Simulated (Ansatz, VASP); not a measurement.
NaI in VASP and in Ansatz

```xyz
2
Lattice="0.0000 3.2849 3.2364 3.2849 0.0000 3.2364 3.2849 3.2849 0.0000" Properties=species:S:1:pos:R:3 pbc="T T T"
Na    0.0000    0.0000    0.0000
I     3.2849    3.2849    3.2364
```

Change from the starting cell: strain +0.015 along x and y, +0.000 along z, atoms carried along.

Alike in both runs: task single point; functional r2SCAN; k mesh 6 × 6 × 6; occupations gaussian, width 0.05 eV; no spin polarisation.

|  | VASP | Ansatz |
| --- | --- | --- |
| version | VASP 6.6.1 | Ansatz 0.2.0 |
| potentials or method | VASP PAW PBE potentials, release 64 (Na_pv, I), cutoff 520 eV | scalar-relativistic, plane waves, PAW |
| valence electrons in the cell | 14 | 26 |

|  | VASP | Ansatz | Ansatz less VASP |
| --- | --- | --- | --- |
| gap on the k mesh at the Fermi level (eV) | 4.34 | 4.33 | -0.009 |
| least direct gap on the mesh (eV) | 4.34 | 4.33 | -0.009 |
| pressure (GPa) | -0.6 | -0.5 | +0.07 |
| traceless stress, the component that is largest in VASP (GPa) | 0.24 | 0.23 | -0.014 |

VASP's potentials were made for PBE, not for r2SCAN. VASP's potentials hold 14 valence electrons a cell and Ansatz's 26, so a difference there can come from the potentials and not from the codes.

Neither program's run includes spin-orbit coupling.
